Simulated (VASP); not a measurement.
# TaN (P6_3/mmc) in VASP: a series of runs

TaN is run at these levels: PBE; tasks: single point.

Everything below comes from runs of VASP 6.6.1. Logs are shortened: lines on timing, memory, paths and dates and some standing lists are left out, and cuts for length are marked.

## (1) The cell of the first run

The structure is hexagonal, space group P6_3/mmc (No. 194). The conventional cell has a = 2.804 Å, b = 2.804 Å, c = 4.525 Å, α = 90.00°, β = 90.00°, γ = 120.00°. Within 2.6 Å of Ta (site symmetry -3m) lie 6 N at 1.97 Å and 2 Ta at 2.26 Å. Within 2.6 Å of N (site symmetry -6m2) lie 6 Ta at 1.97 Å.

## (2) Single point, PBE (strain -0.080 along x and y, -0.080 along z)

INCAR

```
SYSTEM = TaN
ALGO = Normal
EDIFF = 1E-7
ENCUT = 520
GGA = PE
ISIF = 2
ISMEAR = 0
LASPH = .TRUE.
LCHARG = .TRUE.
LELF = .TRUE.
LREAL = .FALSE.
LVHAR = .TRUE.
LWAVE = .FALSE.
NBANDS = 24
NELM = 100
PREC = Accurate
SIGMA = 0.15
```

KPOINTS

```
k-points
0
G
  18 18 10
  0 0 0
```

POSCAR

```
TaN
1.0
    2.8041618203      0.0000000000      0.0000000000
   -1.4020809101      2.4284753727      0.0000000000
    0.0000000000      0.0000000000      4.5245600000
Ta N
2 2
Direct
    0.0000000000      0.0000000000      0.0000000000
    0.0000000000      0.0000000000      0.5000000000
    0.3333333333      0.6666666667      0.2500000000
    0.6666666667      0.3333333333      0.7500000000
```

Potentials or basis: VASP PAW PBE potentials, release 64 (Ta_pv, N).

Command:

```bash
$ cat potpaw_PBE.64/Ta_pv/POTCAR potpaw_PBE.64/N/POTCAR > POTCAR
$ mpirun -np 1 vasp_std > vasp.out
```

OUTCAR:

```text
SYSTEM = TaN
   EDIFF = 1E-7
   ENCUT = 520
   GGA = PE
   ISIF = 2
   ISMEAR = 0
   LASPH = .TRUE.
   LREAL = .FALSE.
   NELM = 100
   PREC = Accurate

 ion  position               nearest neighbor table
   1  0.000  0.000  0.000-   3 1.97   4 1.97   3 1.97   4 1.97   4 1.97   3 1.97   2 2.26   2 2.26
                             2 3.60   2 3.60   2 3.60   2 3.60   2 3.60   2 3.60   2 3.60   2 3.60
   2  0.000  0.000  0.500-   3 1.97   4 1.97   3 1.97   4 1.97   4 1.97   3 1.97   1 2.26   1 2.26
                             1 3.60   1 3.60   1 3.60   1 3.60   1 3.60   1 3.60   1 3.60   1 3.60
   3  0.333  0.667  0.250-   1 1.97   2 1.97   1 1.97   2 1.97   1 1.97   2 1.97
   4  0.667  0.333  0.750-   1 1.97   2 1.97   1 1.97   2 1.97   1 1.97   2 1.97

  LATTYP: Found a hexagonal cell.
 ALAT       =     2.8041618203
 C/A-ratio  =     1.6135160130

  Lattice vectors:

 A1 = (   2.8041618203,   0.0000000000,   0.0000000000)
 A2 = (  -1.4020809101,   2.4284753727,   0.0000000000)
 A3 = (   0.0000000000,   0.0000000000,   4.5245600000)

Analysis of symmetry for initial positions (statically):
=====================================================================
 Subroutine PRICEL returns:
 Original cell was already a primitive cell.

 Routine SETGRP: Setting up the symmetry group for a
 hexagonal supercell.

 Subroutine GETGRP returns: Found 24 space group operations
 (whereof 12 operations were pure point group operations)
 out of a pool of 24 trial point group operations.

The static configuration has the point symmetry D_3d.
 The point group associated with its full space group is D_6h.

Analysis of symmetry for dynamics (positions and initial velocities):
=====================================================================
 Subroutine PRICEL returns:
 Original cell was already a primitive cell.

 Routine SETGRP: Setting up the symmetry group for a
 hexagonal supercell.

 Subroutine GETGRP returns: Found 24 space group operations
 (whereof 12 operations were pure point group operations)
 out of a pool of 24 trial point group operations.

The dynamic configuration has the point symmetry D_3d.
 The point group associated with its full space group is D_6h.

 Subroutine INISYM returns: Found 24 space group operations
 (whereof 12 operations are pure point group operations),
 and found     1 'primitive' translations

----------------------------------------------------------------------------------------

                                     Primitive cell

  volume of cell :      30.8115

  direct lattice vectors                    reciprocal lattice vectors
     2.804161820  0.000000000  0.000000000     0.356612801  0.205890496  0.000000000
    -1.402080910  2.428475373  0.000000000     0.000000000  0.411780993  0.000000000
     0.000000000  0.000000000  4.524560000     0.000000000  0.000000000  0.221015966

  length of vectors
     2.804161820  2.804161820  4.524560000     0.411780993  0.411780993  0.221015966

  position of ions in fractional coordinates (direct lattice)
     0.000000000  0.000000000  0.000000000
     0.000000000  0.000000000  0.500000000
     0.333333333  0.666666667  0.250000000
     0.666666667  0.333333333  0.750000000

  ion indices of the primitive-cell ions
   primitive index   ion index
                 1           1
                 2           2
                 3           3
                 4           4

----------------------------------------------------------------------------------------

 KPOINTS: k-points

Automatic generation of k-mesh.
 Grid dimensions read from file:
 generate k-points for:   18   18   10

 Generating k-lattice:

  Cartesian coordinates                     Fractional coordinates (reciprocal lattice)
     0.019811822  0.011438361  0.000000000     0.055555556  0.000000000  0.000000000
     0.000000000  0.022876722  0.000000000     0.000000000  0.055555556  0.000000000
     0.000000000  0.000000000  0.022101597     0.000000000  0.000000000  0.100000000

  Length of vectors
     0.022876722  0.022876722  0.022101597

  Shift w.r.t. Gamma in fractional coordinates (k-lattice)
     0.000000000  0.000000000  0.000000000

 Subroutine IBZKPT returns following result:
 ===========================================

 Found    222 irreducible k-points:

 Following reciprocal coordinates:
            Coordinates               Weight
  0.000000  0.000000  0.000000      1.000000
  0.055556  0.000000  0.000000      6.000000
  0.111111  0.000000  0.000000      6.000000
  0.166667 -0.000000  0.000000      6.000000
  0.222222 -0.000000  0.000000      6.000000
  0.277778  0.000000  0.000000      6.000000
[... 16 lines left out ...]
  0.333333  0.111111  0.000000     12.000000
  0.388889  0.111111  0.000000     12.000000
 [... further k-points ...]
   k-points           NKPTS =    222   k-points in BZ     NKDIM =    222   number of bands    NBANDS=     24
   number of dos      NEDOS =    301   number of ions     NIONS =      4
   total plane-waves  NPLWV =  20736
   dimension x,y,z NGX =    24 NGY =   24 NGZ =   36
   dimension x,y,z NGXF=    48 NGYF=   48 NGZF=   72
   ions per type =               2   2
   NGX,Y,Z   is equivalent  to a cutoff of  14.23, 14.23, 13.23 a.u.
   NGXF,Y,Z  is equivalent  to a cutoff of  28.46, 28.46, 26.45 a.u.
 SYSTEM =  TaN
   PREC   = accura    normal or accurate (medium, high low for compatibility)
   ISTART =      0    job   : 0-new  1-cont  2-samecut
   ICHARG =      2    charge: 1-file 2-atom 10-const
   ISPIN  =      1    spin polarized calculation?
   LNONCOLLINEAR =      F non collinear calculations
   LSORBIT =      F    spin-orbit coupling
   LASPH  =      T    aspherical Exc in radial PAW
   ENCUT  =  520.0 eV  38.22 Ry    6.18 a.u.   5.21  5.21  8.41*2*pi/ulx,y,z
   NELM   =    100;   NELMIN=  2; NELMDL= -5     # of ELM steps
   EDIFF  = 0.1E-06   stopping-criterion for ELM
   LREAL  =      F    real-space projection
   EDIFFG = 0.1E-05   stopping-criterion for IOM
   NSW    =      0    number of steps for IOM
   IBRION =     -1    ionic relax: 0-MD 1-quasi-New 2-CG
   NFREE  =      0    steps in history (QN), initial steepest desc. (CG)
   ISIF   =      2    stress and relaxation
   ISYM   =      2    0-nonsym 1-usesym 2-fastsym
   POTIM  = 0.5000    time-step for ionic-motion
   TEBEG  =    0.0;   TEEND  =   0.0 temperature during run
   PSTRESS=    0.0 pullay stress
   NELECT =      32.0000    total number of electrons
   NUPDOWN=      -1.0000    fix difference up-down
   EMIN   =  10.00;   EMAX   =-10.00  energy-range for DOS
   EFERMI =   0.00;   METHOD = LEGACY
   ISMEAR =     0;   SIGMA  =   0.15  broadening in eV -4-tet -1-fermi 0-gaus
   EFERMI_NEDOS =   21; number of points for ismear=-14 and -15
   IALGO  =     38    algorithm
   IMIX   =      4    mixing-type and parameters
     AMIX     =   0.40;   BMIX     =  1.00
     AMIX_MAG =   1.60;   BMIX_MAG =  1.00
  volume/ion in A,a.u.               =       7.70        51.98
  Fermi-wavevector in a.u.,A,eV,Ry     =   1.657883  3.132944 37.396631  2.748575
  Thomas-Fermi vector in A             =   2.745559
   LORBIT       =      0    0 simple, 1 ext, 2 COOP (PROOUT), +10 PAW based schemes
   GGA     = PE    functional components
   LHFCALC =     F    Hartree Fock is set to
   AEXX    =    0.0000 exact exchange contribution
   IVDW    =     0    specifies the selected vdW correction
   LEPSILON=     F    determine dielectric tensor
   LRPA    =     F    only Hartree local field effects (RPA)
 non-spin polarized calculation
 Gauss-broadening in eV      SIGMA  =   0.15
  energy-cutoff  :      520.00
  volume of cell :       30.81
 maximum number of plane-waves:       848
 NGX is ok and might be reduce to    24
   NGX = 11   NGY = 11   NGZ = 17

 number of electron      32.0000002 magnetization

 Free energy of the ion-electron system (eV)
  ---------------------------------------------------
  ext. energy  EPLUGINS =         0.00000000
  ---------------------------------------------------
  free energy    TOTEN  =       -33.05464285 eV

  energy without entropy =      -33.03710676  energy(sigma->0) =      -33.04587480

 E-fermi :  12.9848     XC(G=0): -15.2170

 val. band max:       12.9806079929   @ k =   0.0000   0.0000   0.5000
 cond. band min:      12.9899851090   @ k =   0.2222   0.0556   0.4000
 fundamental gap:      0.0093771162
 Fermi energy:        12.9848164071

 k-point     1 :       0.0000    0.0000    0.0000
  band No.  band energies     occupation
      1     -25.8840      2.00000
      2     -22.0826      2.00000
      3     -22.0826      2.00000
      4     -21.2797      2.00000
      5     -21.2797      2.00000
      6     -20.1098      2.00000
[... 16 lines left out ...]
     23      19.9962      0.00000
     24      22.0046      0.00000

 k-point     2 :       0.0556    0.0000    0.0000
  band No.  band energies     occupation
      1     -25.8681      2.00000
      2     -22.1620      2.00000
      3     -22.0976      2.00000
      4     -21.3364      2.00000
      5     -21.2909      2.00000
      6     -20.1029      2.00000
[... 16 lines left out ...]
     23      19.9610      0.00000
     24      21.9666      0.00000

 k-point     3 :       0.1111    0.0000    0.0000
  band No.  band energies     occupation
      1     -25.8219      2.00000
      2     -22.3842      2.00000
      3     -22.1407      2.00000
      4     -21.4969      2.00000
      5     -21.3230      2.00000
      6     -20.0829      2.00000
[... 16 lines left out ...]
     23      19.8674      0.00000
     24      21.8980      0.00000

 k-point     4 :       0.1667   -0.0000    0.0000
  band No.  band energies     occupation
      1     -25.7503      2.00000
      2     -22.7073      2.00000
      3     -22.2060      2.00000
      4     -21.7357      2.00000
      5     -21.3717      2.00000
      6     -20.0521      2.00000
[... 16 lines left out ...]
     23      20.8388      0.00000
     24      21.9116      0.00000

 k-point     5 :       0.2222   -0.0000    0.0000
  band No.  band energies     occupation
      1     -25.6609      2.00000
      2     -23.0792      2.00000
      3     -22.2849      2.00000
      4     -22.0177      2.00000
      5     -21.4308      2.00000
      6     -20.0140      2.00000
[... 16 lines left out ...]
     23      22.1708      0.00000
     24      22.4432      0.00000

 k-point     6 :       0.2778    0.0000    0.0000
  band No.  band energies     occupation
      1     -25.5636      2.00000
      2     -23.4500      2.00000
      3     -22.3675      2.00000
      4     -22.3060      2.00000
      5     -21.4930      2.00000
      6     -19.9731      2.00000
[... 16 lines left out ...]
     23      22.3745      0.00000
     24      22.8041      0.00000
[... 379 lines left out ...]
 k-point    21 :       0.2222    0.1111    0.0000
  band No.  band energies     occupation
      1     -25.5333      2.00000
      2     -23.4843      2.00000
      3     -22.4852      2.00000
      4     -22.3323      2.00000
      5     -21.5803      2.00000
      6     -19.9605      2.00000
[... 16 lines left out ...]
     23      21.8369      0.00000
     24      22.6544      0.00000

 k-point    22 :       0.2778    0.1111    0.0000
  band No.  band energies     occupation
      1     -25.4452      2.00000
      2     -23.7659      2.00000
      3     -22.5883      2.00000
      4     -22.5565      2.00000
      5     -21.6579      2.00000
      6     -19.9241      2.00000
[... 16 lines left out ...]
     23      21.9994      0.00000
     24      23.4557      0.00000

 k-point    23 :       0.3333    0.1111    0.0000
  band No.  band energies     occupation
      1     -25.3723      2.00000
      2     -23.9858      2.00000
      3     -22.7343      2.00000
      4     -22.6713      2.00000
      5     -21.7205      2.00000
      6     -19.8941      2.00000
[... 16 lines left out ...]
     23      22.1212      0.00000
     24      24.2218      0.00000

 k-point    24 :       0.3889    0.1111    0.0000
  band No.  band energies     occupation
      1     -25.3243      2.00000
      2     -24.1249      2.00000
      3     -22.8481      2.00000
      4     -22.7250      2.00000
      5     -21.7610      2.00000
      6     -19.8745      2.00000
[... 16 lines left out ...]
     23      21.9424      0.00000
     24      24.1886      0.00000

 [... further k-points ...]
[... 5 lines left out ...]
  --------------------------------------------------------------------------------------
  -------------------------------------------------------------------------------------
  Total       42.6377753     42.6377753     76.9290912      0.0000000      0.0000000     -0.0000000
  in kB     2217.1342548   2217.1342548   4000.2585007      0.0000000      0.0000000     -0.0000000
  external PRESSURE =    2811.5090034 kB  Pullay stress =       0.0000000 kB

 VOLUME and BASIS-vectors are now :
 -----------------------------------------------------------------------------
  energy-cutoff  :      520.00
  volume of cell :       30.81
      direct lattice vectors                 reciprocal lattice vectors
     2.804161820  0.000000000  0.000000000     0.356612801  0.205890496  0.000000000
    -1.402080910  2.428475373  0.000000000     0.000000000  0.411780993  0.000000000
     0.000000000  0.000000000  4.524560000     0.000000000  0.000000000  0.221015966

 POSITION                                       TOTAL-FORCE (eV/Angst)
 -----------------------------------------------------------------------------------
      0.00000      0.00000      0.00000         0.000000     -0.000000      0.000000
      0.00000      0.00000      2.26228         0.000000     -0.000000      0.000000
     -0.00000      1.61898      1.13114        -0.000000      0.000000     -0.000000
      1.40208      0.80949      3.39342         0.000000     -0.000000      0.000000
 -----------------------------------------------------------------------------------
    total drift:                               -0.000000      0.000000      0.000000

  FREE ENERGIE OF THE ION-ELECTRON SYSTEM (eV)
  ---------------------------------------------------
  free  energy   TOTEN  =       -33.0546428469 eV

  energy  without entropy=      -33.0371067563  energy(sigma->0) =      -33.04587480
```

Wall time 61 s (1 thread of Intel Xeon 6975P-C (Granite Rapids), shared host); peak memory 0.26 GiB.

Results:

* Free energy: -33.0546 eV
* Pressure: 281.2 GPa
* Band gap on the k mesh: zero (bands 16 and 17 overlap by 3.66 eV)

Levels at points of the mesh, in eV from the Fermi level:
```tsv
k point	band 14	band 15	band 16	band 17	band 18	band 19
(0.00, 0.00, 0.00)	-4.26	-4.13	-2.65	-2.65	-0.96	-0.96
(0.50, 0.00, 0.00)	-5.13	-4.59	0.21	2.26	3.35	5.33
(0.00, 0.00, 0.50)	-7.98	0.00	0.00	0.00	0.00	0.51
(0.50, 0.00, 0.50)	-6.84	-1.40	-1.40	4.31	4.31	4.60
```

Caveat: the cell differs from its parent crystal (strain -0.080 along x and y, -0.080 along z); the cell stands under pressure; spin-orbit coupling is left out, which moves the levels of the heavy elements.

(Part 1 of 4 ends here.)
